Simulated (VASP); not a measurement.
**NbN: single point with PBEsol**

NbN, a slab with vacuum:

```
Nb N
1.0
     6.19496    0.00000    0.00000
     0.00000    3.09748    0.00000
     0.00000    0.00000   21.57074
Nb N
8 8
Direct
  0.50000 0.00000 0.34769
  0.00000 0.00000 0.34769
  0.75000 0.50000 0.44923
  0.25000 0.50000 0.44923
  0.99988 0.00050 0.55445
  0.49987 0.00050 0.55448
  0.25012 0.50023 0.64696
  0.74975 0.50014 0.64695
  0.25000 0.50000 0.34769
  0.75000 0.50000 0.34769
  0.50000 0.00000 0.44923
  0.00000 0.00000 0.44923
  0.74985 0.50052 0.55173
  0.24989 0.50052 0.55173
  0.99992 0.00025 0.66094
  0.49992 0.00026 0.66106
```

| Quantity | Value |
| --- | --- |
| Program | VASP 6.6.1 |
| Task | single point |
| Functional | PBEsol |
| Potentials or basis | VASP PAW PBE potentials, release 64 (Nb_sv, N) |
| Cutoff | 520 eV |
| k mesh | 6 × 11 × 1 |
| Occupations | gaussian, width 0.1 eV |
| Spin | no spin polarisation |
| Dipole correction | yes |
| Further INCAR settings | LREAL = Auto; ALGO = Fast; EDIFF = 1e-06; NBANDS = 86 |

```json
{
  "Largest force": "2.479 eV/Å",
  "Band gap on the k mesh": "zero (bands 72 and 73 overlap by 1.50 eV)"
}
```

Forces on the atoms (eV/Å):
```
Nb   0.000  0.000  2.476
Nb   0.000  0.001  2.479
Nb   0.001  0.000 -0.796
Nb  -0.002  0.000 -0.796
Nb   0.001 -0.002 -0.009
Nb   0.001 -0.003 -0.009
Nb  -0.001  0.001 -0.005
Nb  -0.001  0.002 -0.004
N   -0.001  0.000 -1.359
N    0.001  0.000 -1.359
N    0.000  0.000 -0.314
N    0.000  0.000 -0.324
N    0.000  0.000  0.015
N    0.000 -0.001  0.015
N    0.000  0.000 -0.005
N    0.000  0.000 -0.005
```

Levels at points of the mesh, in eV from the Fermi level:
| k point | band 70 | band 71 | band 72 | band 73 | band 74 | band 75 |
| --- | --- | --- | --- | --- | --- | --- |
| (0.00, 0.00, 0.00) | -1.24 | -0.55 | 0.08 | 0.21 | 0.38 | 0.38 |
| (0.50, 0.00, 0.00) | -0.95 | -0.80 | -0.80 | -0.53 | -0.53 | -0.11 |

It took 91 min on 1 thread of Oxide Virtual Turin-like Processor, on a shared host, peak memory 0.86 GiB.

Caveat: the PAW data sets were made with another functional, which shifts forces and pressure a little.
